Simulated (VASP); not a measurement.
A run of VASP 6.6.1 is set up as follows.

File INCAR:

```
SYSTEM = Si16Ge
PREC     = Accurate       ! precision mode
ENCUT    = 450            ! plane-wave cutoff, eV
EDIFF    = 1E-7           ! SCF threshold, eV
ISMEAR   = 0              ! smearing method
SIGMA    = 0.05           ! smearing width, eV
LREAL    = .FALSE.        ! projectors in reciprocal space
LASPH    = .TRUE.         ! aspherical terms in the spheres
NELM     = 120            ! most SCF steps
ALGO     = Normal         ! electronic algorithm
ISIF     = 2              ! what is computed and relaxed
LWAVE    = .FALSE.        ! write WAVECAR
LCHARG   = .FALSE.        ! write CHGCAR
GGA      = PE             ! functional
IBRION   = 2              ! ionic algorithm
NSW      = 80             ! ionic steps
EDIFFG   = -0.03          ! ionic threshold
GGA_COMPAT= .FALSE.      
NELMIN   = 4
```

The input KPOINTS:

```
regular mesh
0
G
  2 2 2
  0 0 0
```

The input POSCAR:

```
Si16Ge
1.0
    0.0000000000      5.4300000000      5.4300000000
    5.4300000000      0.0000000000      5.4300000000
    5.4300000000      5.4300000000      0.0000000000
Si Ge
16 1
Direct
    0.0000000000      0.0000000000      0.0000000000
    0.1250000000      0.1250000000      0.1250000000
    0.0000000000      0.0000000000      0.5000000000
    0.1250000000      0.1250000000      0.6250000000
    0.0000000000      0.5000000000      0.0000000000
    0.1250000000      0.6250000000      0.1250000000
    0.0000000000      0.5000000000      0.5000000000
    0.1250000000      0.6250000000      0.6250000000
    0.5000000000      0.0000000000      0.0000000000
    0.6250000000      0.1250000000      0.1250000000
    0.5000000000      0.0000000000      0.5000000000
    0.6250000000      0.1250000000      0.6250000000
    0.5000000000      0.5000000000      0.0000000000
    0.6250000000      0.6250000000      0.1250000000
    0.5000000000      0.5000000000      0.5000000000
    0.6250000000      0.6250000000      0.6250000000
    0.3794153000      0.3484825000      0.8871843000
```

Potentials or basis: VASP PAW PBE potentials, release 64 (Si, Ge_d).

Command:

```bash
$ cat potpaw_PBE.64/Si/POTCAR potpaw_PBE.64/Ge_d/POTCAR > POTCAR
$ mpirun -np 1 vasp_std > vasp.out
```

(1) What does it give for the energy gained by relaxing?

(2) What does it give for the band gap on the k mesh?

Results:

(1) 31.0 meV/atom.

(2) zero (bands 39 and 40 overlap by 0.32 eV).

Caveat: the k points lie up to 0.50 Å⁻¹ apart.
